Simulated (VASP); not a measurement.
# Ti5Al2C3 in VASP: notebook

Ti5Al2C3 is run at these levels: PBEsol; tasks: single point.

Program: VASP 6.6.1. These are calculated values, not measurements. Logs are shortened: lines on timing, memory, paths and dates and some standing lists are left out, and cuts for length are marked.

### 1 The cell of the first run

The cell holds a disordered packing, 20 atoms: a = 6.502 Å, b = 6.674 Å, c = 6.906 Å, α = 89.09°, β = 88.53°, γ = 90.50°.

### 2 Single point, PBEsol

File INCAR:

```
SYSTEM = Ti5Al2C3
PREC = Accurate
ENCUT = 520
EDIFF = 1E-6
ISMEAR = -1
SIGMA = 0.3619
LREAL = Auto
LASPH = .TRUE.
NELM = 120
ALGO = Normal
ISIF = 2
LWAVE = .FALSE.
LCHARG = .FALSE.
GGA = PS
NBANDS = 94
ISYM = -1
GGA_COMPAT = .FALSE.
```

File KPOINTS:

```
explicit points
1
Reciprocal
  0.25000000   0.25000000   0.25000000 1
```

File POSCAR:

```
Ti5Al2C3
1.0
    6.5014610000     -0.0292500000      0.0858630000
   -0.0292500000      6.6734590000      0.0542490000
    0.0858630000      0.0542490000      6.9054160000
Ti Al C
10 4 6
Direct
    0.7058743195      0.4230772185      0.7783987232
    0.4132758201      0.2558668058      0.1684949002
    0.8025457192      0.8708400777      0.3379031493
    0.4203751287      0.8149751199      0.5289300087
    0.0900618843      0.1611002915      0.3840461584
    0.1129333739      0.7728664790      0.1926955549
    0.8066331010      0.4643909465      0.2693335662
    0.8942654927      0.9698116092      0.6523853700
    0.5087340985      0.8765056643      1.0043661393
    0.1906341855      0.5849651040      0.8633230503
    0.0834857703      0.5751275378      0.4837124320
    0.8391572678      0.1862341375      0.0659084730
    0.1760005325      0.0587344372      0.8409953552
    0.4207681276      0.2997843040      0.5773047688
    0.5290162311      0.1188562715      0.8221952516
    0.1379449832      0.4666663058      0.1266093816
    1.0195851227      0.8422675234      0.9081841256
    0.3610781644      0.5450556868      0.1389105334
    0.4091555198      0.7810487280      0.2595648933
    0.6476293713      0.5748210527      0.5472254144
```

Potentials or basis: VASP PAW PBE potentials, release 64 (Ti_sv, Al, C).

On the command line:

```bash
cat potpaw_PBE.64/Ti_sv/POTCAR potpaw_PBE.64/Al/POTCAR potpaw_PBE.64/C/POTCAR > POTCAR
mpirun -np 1 vasp_std > vasp.out
```

OUTCAR:

```text
SYSTEM = Ti5Al2C3
   PREC = Accurate
   ENCUT = 520
   EDIFF = 1E-6
   ISMEAR = -1
   LREAL = Auto
   LASPH = .TRUE.
   NELM = 120
   ISIF = 2
   GGA = PS
   ISYM = -1

 ion  position               nearest neighbor table
   1  0.706  0.423  0.778-  20 1.92  15 2.34  14 2.49  12 2.68
   2  0.413  0.256  0.168-  18 1.97  16 2.31   5 2.61  14 2.84   9 2.86  12 2.88  13 3.08
   3  0.803  0.871  0.338-   6 2.33   8 2.37   5 2.71   7 2.76   4 2.80  12 2.80  11 2.89
   4  0.420  0.815  0.529-  19 1.88  20 2.19  11 2.73   3 2.80  13 3.13
   5  0.090  0.161  0.384-   8 2.54   2 2.61   3 2.71  14 2.72  12 2.77  11 2.86   7 2.87
   6  0.113  0.773  0.193-  19 1.99  16 2.11  17 2.12  18 2.25   3 2.33  11 2.39  10 2.65   7 2.89
                            13 3.08
   7  0.807  0.464  0.269-  20 2.29  16 2.35  12 2.35  11 2.48   3 2.76   5 2.87   6 2.89
   8  0.894  0.970  0.652-  17 2.13  13 2.35   3 2.37   5 2.54
   9  0.509  0.877  0.004-  19 1.96  15 2.03  13 2.75   2 2.86  12 3.01
  10  0.191  0.585  0.863-  16 1.99  17 2.08  18 2.24   6 2.65  11 2.73  14 3.13
  11  0.083  0.575  0.484-   6 2.39   7 2.48  16 2.60   4 2.73  10 2.73   5 2.86   3 2.89  14 2.95

  12  0.839  0.186  0.066-   7 2.35   1 2.68  15 2.70   5 2.77  13 2.80   3 2.80   2 2.88   9 3.01

  13  0.176  0.059  0.841-  17 1.81  15 2.33   8 2.35   9 2.75  12 2.80  14 2.85   2 3.08   6 3.08
                             4 3.13
  14  0.421  0.300  0.577-  15 2.20  20 2.35   1 2.49   5 2.72   2 2.84  13 2.85  11 2.95  10 3.13

  15  0.529  0.119  0.822-   9 2.03  14 2.20  13 2.33   1 2.34  12 2.70
  16  0.138  0.467  0.127-  18 1.54  10 1.99   6 2.11   2 2.31   7 2.35  11 2.60
  17  0.020  0.842  0.908-  13 1.81  10 2.08   6 2.12   8 2.13
  18  0.361  0.545  0.139-  16 1.54  19 1.82   2 1.97  10 2.24   6 2.25
  19  0.409  0.781  0.260-  18 1.82   4 1.88   9 1.96   6 1.99
  20  0.648  0.575  0.547-   1 1.92   4 2.19   7 2.29  14 2.35

IMPORTANT INFORMATION: All symmetrisations will be switched off!
NOSYMM: (Re-)initialisation of all symmetry stuff for point group C_1.

----------------------------------------------------------------------------------------

                                     Primitive cell

  volume of cell :     299.5324

  direct lattice vectors                    reciprocal lattice vectors
     6.501461000 -0.029250000  0.085863000     0.153840020  0.000689880 -0.001918290
    -0.029250000  6.673459000  0.054249000     0.000689880  0.149859992 -0.001185879
     0.085863000  0.054249000  6.905416000    -0.001918290 -0.001185879  0.144847036

  length of vectors
     6.502093751  6.673743593  6.906162867     0.153853526  0.149866272  0.144864592

  position of ions in fractional coordinates (direct lattice)
     0.705874319  0.423077218  0.778398723
     0.413275820  0.255866806  0.168494900
     0.802545719  0.870840078  0.337903149
     0.420375129  0.814975120  0.528930009
     0.090061884  0.161100291  0.384046158
     0.112933374  0.772866479  0.192695555
[... 12 lines left out ...]
     0.409155520  0.781048728  0.259564893
     0.647629371  0.574821053  0.547225414

  ion indices of the primitive-cell ions
   primitive index   ion index
                 1           1
                 2           2
                 3           3
                 4           4
                 5           5
                 6           6
[... 12 lines left out ...]
                19          19
                20          20

----------------------------------------------------------------------------------------

 KPOINTS: explicit points

Read explicit list of k-points.

 Found      1 k-points:

 Following reciprocal coordinates:
            Coordinates               Weight
  0.250000  0.250000  0.250000      1.000000
   k-points           NKPTS =      1   k-points in BZ     NKDIM =      1   number of bands    NBANDS=     94
   number of dos      NEDOS =    301   number of ions     NIONS =     20
   total plane-waves  NPLWV = 129600
   dimension x,y,z NGX =    48 NGY =   50 NGZ =   54
   dimension x,y,z NGXF=    96 NGYF=  100 NGZF=  108
   ions per type =              10   4   6
   NGX,Y,Z   is equivalent  to a cutoff of  12.27, 12.46, 13.00 a.u.
   NGXF,Y,Z  is equivalent  to a cutoff of  24.55, 24.91, 26.00 a.u.
 SYSTEM =  Ti5Al2C3
   PREC   = accura    normal or accurate (medium, high low for compatibility)
   ISTART =      0    job   : 0-new  1-cont  2-samecut
   ICHARG =      2    charge: 1-file 2-atom 10-const
   ISPIN  =      1    spin polarized calculation?
   LNONCOLLINEAR =      F non collinear calculations
   LSORBIT =      F    spin-orbit coupling
   LASPH  =      T    aspherical Exc in radial PAW
   ENCUT  =  520.0 eV  38.22 Ry    6.18 a.u.  12.09 12.41 12.84*2*pi/ulx,y,z
   NELM   =    120;   NELMIN=  2; NELMDL= -5     # of ELM steps
   EDIFF  = 0.1E-05   stopping-criterion for ELM
   LREAL  =      T    real-space projection
   EDIFFG = 0.1E-04   stopping-criterion for IOM
   NSW    =      0    number of steps for IOM
   IBRION =     -1    ionic relax: 0-MD 1-quasi-New 2-CG
   NFREE  =      0    steps in history (QN), initial steepest desc. (CG)
   ISIF   =      2    stress and relaxation
   ISYM   =     -1    0-nonsym 1-usesym 2-fastsym
   POTIM  = 0.5000    time-step for ionic-motion
   TEBEG  =    0.0;   TEEND  =   0.0 temperature during run
   PSTRESS=    0.0 pullay stress
   NELECT =     156.0000    total number of electrons
   NUPDOWN=      -1.0000    fix difference up-down
   EMIN   =  10.00;   EMAX   =-10.00  energy-range for DOS
   EFERMI =   0.00;   METHOD = LEGACY
   ISMEAR =    -1;   SIGMA  =   0.36  broadening in eV -4-tet -1-fermi 0-gaus
   EFERMI_NEDOS =   21; number of points for ismear=-14 and -15
   IALGO  =     38    algorithm
   IMIX   =      4    mixing-type and parameters
     AMIX     =   0.40;   BMIX     =  1.00
     AMIX_MAG =   1.60;   BMIX_MAG =  1.00
  volume/ion in A,a.u.               =      14.98       101.07
  Fermi-wavevector in a.u.,A,eV,Ry     =   1.317150  2.489052 23.604517  1.734883
  Thomas-Fermi vector in A             =   2.447211
   LORBIT       =      0    0 simple, 1 ext, 2 COOP (PROOUT), +10 PAW based schemes
   GGA     = PS    functional components
   LHFCALC =     F    Hartree Fock is set to
   AEXX    =    0.0000 exact exchange contribution
   IVDW    =     0    specifies the selected vdW correction
   LEPSILON=     F    determine dielectric tensor
   LRPA    =     F    only Hartree local field effects (RPA)
 non-spin polarized calculation
  energy-cutoff  :      520.00
  volume of cell :      299.53
 maximum number of plane-waves:      8086
 NGX is ok and might be reduce to    48
   NGX = 25   NGY = 25   NGZ = 25

 number of electron     156.0000002 magnetization

 Free energy of the ion-electron system (eV)
  ---------------------------------------------------
  ext. energy  EPLUGINS =         0.00000000
  ---------------------------------------------------
  free energy    TOTEN  =      -151.33202490 eV

  energy without entropy =     -144.26331613  energy(sigma->0) =     -147.79767052

 E-fermi :   7.1479     XC(G=0): -10.9958

 val. band max:        7.0375390712   @ k =   0.2500   0.2500   0.2500
 cond. band min:       7.2470349678   @ k =   0.2500   0.2500   0.2500
 fundamental gap:      0.2094958966
 Fermi energy:         7.1478626955

 k-point     1 :       0.2500    0.2500    0.2500
  band No.  band energies     occupation
      1     -49.5247      2.00000
      2     -49.4050      2.00000
      3     -49.3975      2.00000
      4     -49.3696      2.00000
      5     -49.3409      2.00000
      6     -49.2753      2.00000
[... 82 lines left out ...]
     89       8.3558      0.06860
     90       8.4726      0.05015
 [bands above 90 left out]

------------------------ aborting loop because EDIFF is reached ----------------------------------------

  FORCE on cell =-STRESS in cart. coord.  units (eV):
  Direction    XX          YY          ZZ          XY          YZ          ZX
  --------------------------------------------------------------------------------------
  -------------------------------------------------------------------------------------
  Total       -6.7534568    -10.2522942      9.2680634      5.4323187      6.1562657      4.5814098
  in kB      -36.1237581    -54.8387899     49.5742093     29.0570851     32.9294259     24.5056342
  external PRESSURE =     -13.7961129 kB  Pullay stress =       0.0000000 kB

 VOLUME and BASIS-vectors are now :
 -----------------------------------------------------------------------------
  energy-cutoff  :      520.00
  volume of cell :      299.53
      direct lattice vectors                 reciprocal lattice vectors
     6.501461000 -0.029250000  0.085863000     0.153840020  0.000689880 -0.001918290
    -0.029250000  6.673459000  0.054249000     0.000689880  0.149859992 -0.001185879
     0.085863000  0.054249000  6.905416000    -0.001918290 -0.001185879  0.144847036

 POSITION                                       TOTAL-FORCE (eV/Angst)
 -----------------------------------------------------------------------------------
      4.64368      2.84497      5.45873         0.716373      0.102254      0.813004
      2.69388      1.70457      1.21289         0.388258     -0.905551     -1.224657
      5.22126      5.80637      2.44951        -3.478966     -0.481067     -0.047916
      2.75463      5.45510      3.73279         0.802726      0.458236      2.591182
      0.61380      1.09330      2.66847         0.550012      1.152050     -0.017261
      0.72817      5.16484      1.38227         0.392241      2.379276     -2.463186
[... 12 lines left out ...]
      2.65955      5.21441      1.86991         0.764921     -1.422326     -0.554044
      4.24071      3.84679      3.86561         0.036418      0.849023     -1.014477
 -----------------------------------------------------------------------------------
    total drift:                                0.026475      0.009613      0.024234

  FREE ENERGIE OF THE ION-ELECTRON SYSTEM (eV)
  ---------------------------------------------------
  free  energy   TOTEN  =      -151.3320248995 eV

  energy  without entropy=     -144.2633161307  energy(sigma->0) =     -147.79767052
```

Run time: 1.9 min. Hardware: 1 thread of Intel Xeon 8259CL, shared host; peak memory 0.31 GiB.

Results:

```
Free energy   : -151.3320 eV
Pressure      : -1.4 GPa
Largest force : 5.128 eV/Å
```

Forces on the atoms (eV/Å):
```
Ti   0.716  0.102  0.813
Ti   0.388 -0.906 -1.225
Ti  -3.479 -0.481 -0.048
Ti   0.803  0.458  2.591
Ti   0.550  1.152 -0.017
Ti   0.392  2.379 -2.463
Ti  -1.194  1.490  0.961
Ti  -2.439 -1.335  1.773
Ti   1.100 -1.338 -1.460
Ti  -0.097 -0.418 -1.423
Al  -0.097 -0.925  2.385
Al   0.302 -2.512 -1.643
Al   3.937  3.285  0.033
Al  -0.042 -0.121 -0.485
C    0.270  1.169 -0.376
C    0.367 -1.156  2.426
C   -1.748 -2.491  0.160
C   -0.531  2.220 -0.434
C    0.765 -1.422 -0.554
C    0.036  0.849 -1.014
```

Caveat: the atoms stand as in a frame of molecular dynamics; so wide a smearing shifts energies and pressures; the PAW data sets were made with another functional, which shifts forces and pressure a little.

### 3 Single point, PBEsol

File INCAR:

```
ALGO = Normal
EDIFF = 1E-6
ENCUT = 520
GGA = PS
GGA_COMPAT = False
ISIF = 2
ISMEAR = -1
ISYM = -1
LASPH = True
LCHARG = True
LELF = True
LREAL = Auto
LVHAR = True
LWAVE = False
NBANDS = 94
NELM = 120
PREC = Accurate
SIGMA = 0.3619
```

KPOINTS is that of step 2.

File POSCAR:

```
Ti5Al2C3
1.0
    6.5014610000     -0.0292500000      0.0858630000
   -0.0292500000      6.6734590000      0.0542490000
    0.0858630000      0.0542490000      6.9054160000
Ti Al C
10 4 6
Direct
    0.7119384611      0.5059136717      0.8426893495
    0.2989581041      0.3332703210      0.1490479326
    0.7317630898      0.8790053496      0.3484471413
    0.3765975145      0.7822555967      0.6202662698
    0.0406913841      0.1083899695      0.4196797222
    0.1029532436      0.7739523167      0.1358979657
    0.6665016649      0.4229897427      0.2359208188
    0.7698831630      0.8644001752      0.6905925258
    0.5620149863      0.8029284435      0.9365866795
    0.1619705599      0.5631142895      0.8800625965
    0.0206466580      0.5870359366      0.4726291803
    0.8644365185      0.0484799612      0.0646230289
    0.2554007061      0.0877953810      0.8343673600
    0.4953407100      0.2649911293      0.5789651278
    0.5840666744      0.1727468745      0.9276072489
    0.0009162595      0.5155318622      0.1697737311
    0.8469051260      0.7296109658      1.0330348700
    0.3306752338      0.6571784693      0.3037785063
    0.3621143132      0.8636149722      0.3736609829
    0.7093021100      0.6315198879      0.5352358019
```

Potentials or basis: VASP PAW PBE potentials, release 64 (Ti_sv, Al, C).

On the command line:

```bash
cat potpaw_PBE.64/Ti_sv/POTCAR potpaw_PBE.64/Al/POTCAR potpaw_PBE.64/C/POTCAR > POTCAR
mpirun -np 1 vasp_std > vasp.out
```

It took 2.2 min on 1 thread of Intel Xeon 8259CL, shared host; peak memory 0.31 GiB.

Results (log left out):

* Free energy: -149.5896 eV
* Pressure: -0.9 GPa
* Largest force: 8.291 eV/Å

Forces in eV/Å, atoms in the order of the input:
```
Ti   0.273 -3.585 -1.639
Ti  -0.113  0.590  0.693
Ti  -2.831 -0.994 -0.349
Ti   0.582 -1.951  1.162
Ti   1.342 -0.276  0.353
Ti   6.145  4.897  2.645
Ti   1.644  1.277  1.184
Ti   3.058  2.831  1.060
Ti  -3.633  2.200  4.345
Ti  -0.959 -1.573 -1.889
Al  -0.096 -0.709  0.300
Al  -0.347  3.309 -2.149
Al  -0.477  0.118  0.674
Al   0.236 -0.333 -0.246
C    0.077  0.179  0.394
C   -2.378 -3.439  0.073
C   -2.855 -1.233 -1.599
C    2.039  0.660  0.854
C   -1.196 -0.189 -5.304
C   -0.511 -1.779 -0.560
```

Stress tensor (GPa, compression positive):
```
-1.81  4.50  2.14
 4.50 -6.60 -3.08
 2.14 -3.08  5.74
```

Levels at points of the mesh, in eV from the Fermi level:
| k point | band 76 | band 77 | band 78 | band 79 | band 80 | band 81 |
| --- | --- | --- | --- | --- | --- | --- |
| (0.25, 0.25, 0.25) | -0.27 | -0.16 | -0.05 | 0.06 | 0.10 | 0.27 |

Caveat: the atoms stand as in a frame of molecular dynamics; so wide a smearing shifts energies and pressures; the PAW data sets were made with another functional, which shifts forces and pressure a little.

(Part 1 of 2 ends here.)
